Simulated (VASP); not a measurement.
# Ga (Fm-3m) in VASP: a series of runs

Ga is run at these levels: r2SCAN; tasks: single point, relaxation of cell and atoms.

Everything below comes from runs of VASP 6.6.1. Logs are shortened: lines on timing, memory, paths and dates and some standing lists are left out, and cuts for length are marked.

### 1 The cell of the first run

Symmetry: Fm-3m, No. 225, cubic system. Conventional cell: a = 4.209 Å, b = 4.209 Å, c = 4.209 Å, α = 90.00°, β = 90.00°, γ = 90.00°. Within 3.9 Å of Ga (site symmetry m-3m) lie 12 Ga at 2.98 Å.

### 2 Single point, r2SCAN (volume scaled by 1.04)

The input, POSCAR:

```
Ga
1.0
    0.0000000000      2.1044037255      2.1044037255
    2.1044037255      0.0000000000      2.1044037255
    2.1044037255      2.1044037255      0.0000000000
Ga
1
Direct
    0.0000000000      0.0000000000      0.0000000000
```

The input, INCAR.step1:

```
ALGO = Normal
EDIFF = 1E-4
ENCUT = 520
GGA = PE
ISMEAR = -1
LASPH = True
LCHARG = False
LREAL = False
LWAVE = True
NBANDS = 12
NELM = 60
PREC = Accurate
SIGMA = 0.1
```

The input, INCAR.step2:

```
ALGO = Normal
EDIFF = 1E-6
ENCUT = 520
ISIF = 2
ISMEAR = -1
ISTART = 1
LASPH = True
LCHARG = False
LMIXTAU = True
LREAL = False
LWAVE = False
METAGGA = R2SCAN
NBANDS = 12
NELM = 60
PREC = Accurate
SIGMA = 0.1
```

The input, KPOINTS:

```
k-points
0
Gamma
  15 15 15
```

Potentials or basis: VASP PAW PBE potentials, release 64 (Ga_d).

Started as:

```bash
$ cat potpaw_PBE.64/Ga_d/POTCAR > POTCAR
$ cp INCAR.step1 INCAR
$ mpirun -np 1 vasp_std > vasp.out
$ cp INCAR.step2 INCAR
$ mpirun -np 1 vasp_std > vasp.out
```

OUTCAR:

```text
EDIFF = 1E-6
   ENCUT = 520
   ISIF = 2
   ISMEAR = -1
   ISTART = 1
   LASPH = True
   LREAL = False
   METAGGA = R2SCAN
   NELM = 60
   PREC = Accurate

 ion  position               nearest neighbor table
   1  0.000  0.000  0.000-

  LATTYP: Found a face centered cubic cell.
 ALAT       =     4.2088074510

  Lattice vectors:

 A1 = (   0.0000000000,   2.1044037255,   2.1044037255)
 A2 = (   2.1044037255,   0.0000000000,   2.1044037255)
 A3 = (   2.1044037255,   2.1044037255,   0.0000000000)

Analysis of symmetry for initial positions (statically):
=====================================================================
 Subroutine PRICEL returns:
 Original cell was already a primitive cell.

 Routine SETGRP: Setting up the symmetry group for a
 face centered cubic supercell.

 Subroutine GETGRP returns: Found 48 space group operations
 (whereof 48 operations were pure point group operations)
 out of a pool of 48 trial point group operations.

The static configuration has the point symmetry O_h .

Analysis of symmetry for dynamics (positions and initial velocities):
=====================================================================
 Subroutine PRICEL returns:
 Original cell was already a primitive cell.

 Routine SETGRP: Setting up the symmetry group for a
 face centered cubic supercell.

 Subroutine GETGRP returns: Found 48 space group operations
 (whereof 48 operations were pure point group operations)
 out of a pool of 48 trial point group operations.

The dynamic configuration has the point symmetry O_h .

 Subroutine INISYM returns: Found 48 space group operations
 (whereof 48 operations are pure point group operations),
 and found     1 'primitive' translations

----------------------------------------------------------------------------------------

                                     Primitive cell

  volume of cell :      18.6388

  direct lattice vectors                    reciprocal lattice vectors
     0.000000000  2.104403726  2.104403726    -0.237596994  0.237596994  0.237596994
     2.104403726  0.000000000  2.104403726     0.237596994 -0.237596994  0.237596994
     2.104403726  2.104403726  0.000000000     0.237596994  0.237596994 -0.237596994

  length of vectors
     2.976076289  2.976076289  2.976076289     0.411530066  0.411530066  0.411530066

  position of ions in fractional coordinates (direct lattice)
     0.000000000  0.000000000  0.000000000

  ion indices of the primitive-cell ions
   primitive index   ion index
                 1           1

----------------------------------------------------------------------------------------

 KPOINTS: k-points

Automatic generation of k-mesh.
 Grid dimensions read from file:
 generate k-points for:   15   15   15

 Generating k-lattice:

  Cartesian coordinates                     Fractional coordinates (reciprocal lattice)
    -0.015839800  0.015839800  0.015839800     0.066666667  0.000000000  0.000000000
     0.015839800 -0.015839800  0.015839800     0.000000000  0.066666667  0.000000000
     0.015839800  0.015839800 -0.015839800     0.000000000  0.000000000  0.066666667

  Length of vectors
     0.027435338  0.027435338  0.027435338

  Shift w.r.t. Gamma in fractional coordinates (k-lattice)
     0.000000000  0.000000000  0.000000000

 Subroutine IBZKPT returns following result:
 ===========================================

 Found    120 irreducible k-points:

 Following reciprocal coordinates:
            Coordinates               Weight
  0.000000  0.000000  0.000000      1.000000
  0.066667  0.000000  0.000000      8.000000
  0.133333  0.000000  0.000000      8.000000
  0.200000  0.000000  0.000000      8.000000
  0.266667  0.000000  0.000000      8.000000
  0.333333  0.000000  0.000000      8.000000
[... 16 lines left out ...]
  0.133333  0.133333  0.000000      6.000000
  0.200000  0.133333  0.000000     24.000000
 [... further k-points ...]
   k-points           NKPTS =    120   k-points in BZ     NKDIM =    120   number of bands    NBANDS=     12
   number of dos      NEDOS =    301   number of ions     NIONS =      1
   total plane-waves  NPLWV =  13824
   dimension x,y,z NGX =    24 NGY =   24 NGZ =   24
   dimension x,y,z NGXF=    48 NGYF=   48 NGZF=   48
   ions per type =               1
   NGX,Y,Z   is equivalent  to a cutoff of  13.41, 13.41, 13.41 a.u.
   NGXF,Y,Z  is equivalent  to a cutoff of  26.81, 26.81, 26.81 a.u.
 SYSTEM =  unknown system
   PREC   = accura    normal or accurate (medium, high low for compatibility)
   ISTART =      1    job   : 0-new  1-cont  2-samecut
   ICHARG =      0    charge: 1-file 2-atom 10-const
   ISPIN  =      1    spin polarized calculation?
   LNONCOLLINEAR =      F non collinear calculations
   LSORBIT =      F    spin-orbit coupling
   LASPH  =      T    aspherical Exc in radial PAW
   ENCUT  =  520.0 eV  38.22 Ry    6.18 a.u.   5.53  5.53  5.53*2*pi/ulx,y,z
   NELM   =     60;   NELMIN=  2; NELMDL=  0     # of ELM steps
   EDIFF  = 0.1E-05   stopping-criterion for ELM
   LREAL  =      F    real-space projection
   EDIFFG = 0.1E-04   stopping-criterion for IOM
   NSW    =      0    number of steps for IOM
   IBRION =     -1    ionic relax: 0-MD 1-quasi-New 2-CG
   NFREE  =      0    steps in history (QN), initial steepest desc. (CG)
   ISIF   =      2    stress and relaxation
   ISYM   =      2    0-nonsym 1-usesym 2-fastsym
   POTIM  = 0.5000    time-step for ionic-motion
   TEBEG  =    0.0;   TEEND  =   0.0 temperature during run
   PSTRESS=    0.0 pullay stress
   NELECT =      13.0000    total number of electrons
   NUPDOWN=      -1.0000    fix difference up-down
   EMIN   =  10.00;   EMAX   =-10.00  energy-range for DOS
   EFERMI =   0.00;   METHOD = LEGACY
   ISMEAR =    -1;   SIGMA  =   0.10  broadening in eV -4-tet -1-fermi 0-gaus
   EFERMI_NEDOS =   21; number of points for ismear=-14 and -15
   IALGO  =     38    algorithm
   IMIX   =      4    mixing-type and parameters
     AMIX     =   0.40;   BMIX     =  1.00
     AMIX_MAG =   1.60;   BMIX_MAG =  1.00
  volume/ion in A,a.u.               =      18.64       125.78
  Fermi-wavevector in a.u.,A,eV,Ry     =   1.451834  2.743568 28.678649  2.107821
  Thomas-Fermi vector in A             =   2.569285
   LORBIT       =      0    0 simple, 1 ext, 2 COOP (PROOUT), +10 PAW based schemes
   METAGGA = R2SCAN    functional components
   LHFCALC =     F    Hartree Fock is set to
   AEXX    =    0.0000 exact exchange contribution
   IVDW    =     0    specifies the selected vdW correction
   LEPSILON=     F    determine dielectric tensor
   LRPA    =     F    only Hartree local field effects (RPA)
 non-spin polarized calculation
  energy-cutoff  :      520.00
  volume of cell :       18.64
 maximum number of plane-waves:       531
 NGX is ok and might be reduce to    24
   NGX = 11   NGY = 11   NGZ = 11

 number of electron      13.0000006 magnetization

 Free energy of the ion-electron system (eV)
  ---------------------------------------------------
  ext. energy  EPLUGINS =         0.00000000
  ---------------------------------------------------
  free energy    TOTEN  =       -11.30858201 eV

  energy without entropy =      -11.29737283  energy(sigma->0) =      -11.30297742

 E-fermi :   5.6133     XC(G=0): -12.2502

 val. band max:        5.5492364647   @ k =  -0.3333   0.0667   0.0000
 cond. band min:       5.6185367446   @ k =   0.4667   0.4000   0.0000
 fundamental gap:      0.0693002799
 Fermi energy:         5.6132943934

 k-point     1 :       0.0000    0.0000    0.0000
  band No.  band energies     occupation
      1      -9.8923      2.00000
      2      -9.8923      2.00000
      3      -9.8923      2.00000
      4      -9.7622      2.00000
      5      -9.7622      2.00000
      6      -6.1792      2.00000
      7      18.6757      0.00000
      8      18.6760      0.00000
      9      18.6760      0.00000
     10      22.2954      0.00000
     11      22.4929      0.00000
     12      22.4930      0.00000

 k-point     2 :       0.0667    0.0000    0.0000
  band No.  band energies     occupation
      1      -9.8942      2.00000
      2      -9.8865      2.00000
      3      -9.8865      2.00000
      4      -9.7631      2.00000
      5      -9.7631      2.00000
      6      -6.0575      2.00000
      7      17.1286      0.00000
      8      18.4000      0.00000
      9      18.4002      0.00000
     10      21.2822      0.00000
     11      22.9403      0.00000
     12      22.9404      0.00000

 k-point     3 :       0.1333    0.0000    0.0000
  band No.  band energies     occupation
      1      -9.9009      2.00000
      2      -9.8728      2.00000
      3      -9.8728      2.00000
      4      -9.7630      2.00000
      5      -9.7630      2.00000
      6      -5.6902      2.00000
      7      14.3389      0.00000
      8      17.8283      0.00000
      9      17.8285      0.00000
     10      20.9398      0.00000
     11      23.9099      0.00000
     12      23.9099      0.00000
[... 286 lines left out ...]
 k-point    23 :       0.1333    0.1333    0.0000
  band No.  band energies     occupation
      1      -9.9221      2.00000
      2      -9.8509      2.00000
      3      -9.8508      2.00000
      4      -9.7941      2.00000
      5      -9.7451      2.00000
      6      -5.5276      2.00000
      7      15.9073      0.00000
      8      15.9074      0.00000
      9      16.9076      0.00000
     10      18.5754      0.00000
     11      22.2693      0.00000
     12      26.3036      0.00000

 k-point    24 :       0.2000    0.1333    0.0000
  band No.  band energies     occupation
      1      -9.9337      2.00000
      2      -9.8358      2.00000
      3      -9.8320      2.00000
      4      -9.8058      2.00000
      5      -9.7344      2.00000
      6      -5.0761      2.00000
      7      13.6547      0.00000
      8      15.1481      0.00000
      9      16.5617      0.00000
     10      18.7154      0.00000
     11      20.8360      0.00000
     12      26.5027      0.00000

 [... further k-points ...]
[... 5 lines left out ...]
  --------------------------------------------------------------------------------------
  -------------------------------------------------------------------------------------
  Total       -0.2742461     -0.2742461     -0.2742461      0.0000000      0.0000000      0.0000000
  in kB      -23.5740293    -23.5740293    -23.5740293      0.0000000      0.0000000      0.0000000
  external PRESSURE =     -23.5740293 kB  Pullay stress =       0.0000000 kB

 VOLUME and BASIS-vectors are now :
 -----------------------------------------------------------------------------
  energy-cutoff  :      520.00
  volume of cell :       18.64
      direct lattice vectors                 reciprocal lattice vectors
     0.000000000  2.104403726  2.104403726    -0.237596994  0.237596994  0.237596994
     2.104403726  0.000000000  2.104403726     0.237596994 -0.237596994  0.237596994
     2.104403726  2.104403726  0.000000000     0.237596994  0.237596994 -0.237596994

 POSITION                                       TOTAL-FORCE (eV/Angst)
 -----------------------------------------------------------------------------------
      0.00000      0.00000      0.00000         0.000000     -0.000000      0.000000
 -----------------------------------------------------------------------------------
    total drift:                               -0.000000      0.000000      0.000000

  FREE ENERGIE OF THE ION-ELECTRON SYSTEM (eV)
  ---------------------------------------------------
  free  energy   TOTEN  =       -11.3085820111 eV

  energy  without entropy=      -11.2973728321  energy(sigma->0) =      -11.30297742
```

Run time: 62 s. Hardware: 1 thread of Intel Xeon 6975P-C, shared host; peak memory 0.16 GiB.

Results:

```
Free energy : -11.3086 eV
Pressure    : -2.4 GPa
```

Levels at points of the mesh, in eV from the Fermi level:
| k point | band 4 | band 5 | band 6 | band 7 | band 8 | band 9 |
| --- | --- | --- | --- | --- | --- | --- |
| (0.00, 0.00, 0.00) | -15.38 | -15.38 | -11.79 | 13.06 | 13.06 | 13.06 |

Caveat: the PAW data sets were made with another functional, which shifts forces and pressure a little.

### 3 Single point, r2SCAN (volume scaled by 1.08)

The input, POSCAR:

```
Ga
1.0
    0.0000000000      2.1310445755      2.1310445755
    2.1310445755      0.0000000000      2.1310445755
    2.1310445755      2.1310445755      0.0000000000
Ga
1
Direct
    0.0000000000      0.0000000000      0.0000000000
```

The input, INCAR.step1:

```
SYSTEM = Ga
PREC = Accurate
ENCUT = 520
ISMEAR = -1
SIGMA = 0.1
LREAL = .False.
LASPH = .True.
NELM = 100
NBANDS = 12
GGA = PE
ALGO = Normal
EDIFF = 1E-4
LWAVE = .True.
LCHARG = .False.
```

The input, INCAR.step2:

```
SYSTEM = Ga
PREC = Accurate
ENCUT = 520
EDIFF = 1E-6
ISMEAR = -1
SIGMA = 0.1
LREAL = .False.
LASPH = .True.
NELM = 100
ALGO = Normal
ISIF = 2
LWAVE = .False.
LCHARG = .False.
METAGGA = R2SCAN
LMIXTAU = .True.
NBANDS = 12
ISTART = 1
```

The input, KPOINTS:

```
regular mesh
0
Gamma
  15 15 15
  0 0 0
```

Potentials or basis: VASP PAW PBE potentials, release 64 (Ga_d).

Started as:

```bash
$ cat potpaw_PBE.64/Ga_d/POTCAR > POTCAR
$ cp INCAR.step1 INCAR
$ mpirun -np 1 vasp_std > vasp.out
$ cp INCAR.step2 INCAR
$ mpirun -np 1 vasp_std > vasp.out
```

OUTCAR:

```text
SYSTEM = Ga
   PREC = Accurate
   ENCUT = 520
   EDIFF = 1E-6
   ISMEAR = -1
   LREAL = .False.
   LASPH = .True.
   NELM = 100
   ISIF = 2
   METAGGA = R2SCAN
   ISTART = 1

 ion  position               nearest neighbor table
   1  0.000  0.000  0.000-

  LATTYP: Found a face centered cubic cell.
 ALAT       =     4.2620891510

  Lattice vectors:

 A1 = (   0.0000000000,   2.1310445755,   2.1310445755)
 A2 = (   2.1310445755,   0.0000000000,   2.1310445755)
 A3 = (   2.1310445755,   2.1310445755,   0.0000000000)

Analysis of symmetry for initial positions (statically):
=====================================================================
 Subroutine PRICEL returns:
 Original cell was already a primitive cell.

 Routine SETGRP: Setting up the symmetry group for a
 face centered cubic supercell.

 Subroutine GETGRP returns: Found 48 space group operations
 (whereof 48 operations were pure point group operations)
 out of a pool of 48 trial point group operations.

The static configuration has the point symmetry O_h .

Analysis of symmetry for dynamics (positions and initial velocities):
=====================================================================
 Subroutine PRICEL returns:
 Original cell was already a primitive cell.

 Routine SETGRP: Setting up the symmetry group for a
 face centered cubic supercell.

 Subroutine GETGRP returns: Found 48 space group operations
 (whereof 48 operations were pure point group operations)
 out of a pool of 48 trial point group operations.

The dynamic configuration has the point symmetry O_h .

 Subroutine INISYM returns: Found 48 space group operations
 (whereof 48 operations are pure point group operations),
 and found     1 'primitive' translations

----------------------------------------------------------------------------------------

                                     Primitive cell

  volume of cell :      19.3556
[... 106 lines left out ...]
     AMIX     =   0.40;   BMIX     =  1.00
     AMIX_MAG =   1.60;   BMIX_MAG =  1.00
  volume/ion in A,a.u.               =      19.36       130.62
  Fermi-wavevector in a.u.,A,eV,Ry     =   1.433684  2.709270 27.966090  2.055450
  Thomas-Fermi vector in A             =   2.553175
   LORBIT       =      0    0 simple, 1 ext, 2 COOP (PROOUT), +10 PAW based schemes
   METAGGA = R2SCAN    functional components
   LHFCALC =     F    Hartree Fock is set to
   AEXX    =    0.0000 exact exchange contribution
   IVDW    =     0    specifies the selected vdW correction
   LEPSILON=     F    determine dielectric tensor
   LRPA    =     F    only Hartree local field effects (RPA)
 non-spin polarized calculation
  energy-cutoff  :      520.00
  volume of cell :       19.36
 maximum number of plane-waves:       534
   NGX = 11   NGY = 11   NGZ = 11

 number of electron      13.0000008 magnetization

 Free energy of the ion-electron system (eV)
  ---------------------------------------------------
  ext. energy  EPLUGINS =         0.00000000
  ---------------------------------------------------
  free energy    TOTEN  =       -11.29415335 eV

  energy without entropy =      -11.28169079  energy(sigma->0) =      -11.28792207

 E-fermi :   5.2356     XC(G=0): -12.0303

 val. band max:        5.2069140602   @ k =   0.4667   0.4000   0.0000
 cond. band min:       5.3045982736   @ k =  -0.4000   0.4000   0.1333
 fundamental gap:      0.0976842134
 Fermi energy:         5.2355605030

 k-point     1 :       0.0000    0.0000    0.0000
  band No.  band energies     occupation
      1     -10.2086      2.00000
      2     -10.2086      2.00000
      3     -10.2085      2.00000
      4     -10.0905      2.00000
      5     -10.0905      2.00000
      6      -6.2287      2.00000
      7      17.8845      0.00000
      8      17.8848      0.00000
      9      17.8848      0.00000
     10      21.7525      0.00000
     11      21.8015      0.00000
     12      21.8015      0.00000
[... 331 lines left out ...]
 k-point    24 :       0.2000    0.1333    0.0000
  band No.  band energies     occupation
      1     -10.2457      2.00000
      2     -10.1569      2.00000
      3     -10.1534      2.00000
      4     -10.1292      2.00000
      5     -10.0650      2.00000
      6      -5.1565      2.00000
      7      13.0687      0.00000
      8      14.5267      0.00000
      9      15.8173      0.00000
     10      18.1243      0.00000
     11      20.2437      0.00000
     12      25.6549      0.00000

 [... further k-points ...]
[... 5 lines left out ...]
  --------------------------------------------------------------------------------------
  -------------------------------------------------------------------------------------
  Total       -0.4839351     -0.4839351     -0.4839351      0.0000000     -0.0000000      0.0000000
  in kB      -40.0580793    -40.0580793    -40.0580793      0.0000000     -0.0000000      0.0000000
  external PRESSURE =     -40.0580793 kB  Pullay stress =       0.0000000 kB

 VOLUME and BASIS-vectors are now :
 -----------------------------------------------------------------------------
  energy-cutoff  :      520.00
  volume of cell :       19.36
      direct lattice vectors                 reciprocal lattice vectors
     0.000000000  2.131044575  2.131044575    -0.234626721  0.234626721  0.234626721
     2.131044575  0.000000000  2.131044575     0.234626721 -0.234626721  0.234626721
     2.131044575  2.131044575  0.000000000     0.234626721  0.234626721 -0.234626721

 POSITION                                       TOTAL-FORCE (eV/Angst)
 -----------------------------------------------------------------------------------
      0.00000      0.00000      0.00000         0.000000     -0.000000      0.000000
 -----------------------------------------------------------------------------------
    total drift:                               -0.000000      0.000000      0.000000

  FREE ENERGIE OF THE ION-ELECTRON SYSTEM (eV)
  ---------------------------------------------------
  free  energy   TOTEN  =       -11.2941533474 eV

  energy  without entropy=      -11.2816907935  energy(sigma->0) =      -11.28792207
```

OSZICAR.step1:

```text
N       E                     dE             d eps       ncg     rms          rms(c)
DAV:   1     0.438215502065E+02    0.43822E+02   -0.67190E+03  3092   0.185E+03
DAV:   2    -0.693114671678E+00   -0.44515E+02   -0.42766E+02  3040   0.260E+02
DAV:   3    -0.290121224874E+01   -0.22081E+01   -0.22029E+01  3340   0.463E+01
DAV:   4    -0.291998845105E+01   -0.18776E-01   -0.18774E-01  3328   0.457E+00
DAV:   5    -0.292019672248E+01   -0.20827E-03   -0.20827E-03  3464   0.467E-01    0.801E-01
DAV:   6    -0.289949166101E+01    0.20705E-01   -0.32185E-02  3624   0.355E+00    0.413E-01
DAV:   7    -0.289463226278E+01    0.48594E-02   -0.64469E-03  4256   0.131E+00    0.114E-01
DAV:   8    -0.289411165895E+01    0.52060E-03   -0.60576E-04  3212   0.446E-01    0.869E-03
DAV:   9    -0.289411592282E+01   -0.42639E-05   -0.52449E-06  2184   0.362E-02
   1 F= -.28941159E+01 E0= -.28871972E+01  d E =-.138374E-01
```

Wall time 42 s (1 thread of Intel Xeon 6975P-C, shared host); peak memory 0.16 GiB.

What came out:

```yaml
Free_energy: -11.2942 eV
Pressure: -4.0 GPa
```

Caveat: the PAW data sets were made with another functional, which shifts forces and pressure a little.

(Continued in part 2 of 2.)
